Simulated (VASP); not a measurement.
Here is a VASP 6.6.1 calculation.

The input INCAR:

```
SYSTEM = Cr
ALGO = Normal
EDIFF = 1E-7
ENCUT = 520
ISIF = 2
ISMEAR = 1
ISPIN = 2
LASPH = .True.
LCHARG = .False.
LDAU = .True.
LDAUJ = 0
LDAUL = 2
LDAUPRINT = 1
LDAUTYPE = 2
LDAUU = 5.3
LMAXMIX = 4
LORBIT = 11
LREAL = .False.
LWAVE = .False.
MAGMOM = 3
NBANDS = 16
NELM = 150
PREC = Accurate
SIGMA = 0.01
```

The input KPOINTS:

```
k-points
0
Gamma
  12 12 12
  0 0 0
```

POSCAR

```
Cr
1.0
   -1.4643870875      1.4643870875      1.4643870875
    1.4643870875     -1.4643870875      1.4643870875
    1.4643870875      1.4643870875     -1.4643870875
Cr
1
Direct
    0.0000000000      0.0000000000      0.0000000000
```

Potentials or basis: VASP PAW LDA potentials, release 64 (Cr_pv).

Run with:

```sh
$ cat potpaw_LDA.64/Cr_pv/POTCAR > POTCAR
$ mpirun -np 1 vasp_std > vasp.out
```

Q: Estimate the net moment.

A: 1.35 μB per cell.

Q: What does it give for the pressure?

A: 2.7 GPa.

Eigenvalues of the final occupation matrices:
```
    site  spin  trace               eigenvalues
site 1 d     1   2.76  0.23 0.23 0.77 0.77 0.77
site 1 d     2   1.37  0.27 0.27 0.27 0.28 0.28
```

Caveat: the U is typed as a test and isn't derived for this compound. The state reached can hang on the start; a lower one may exist.
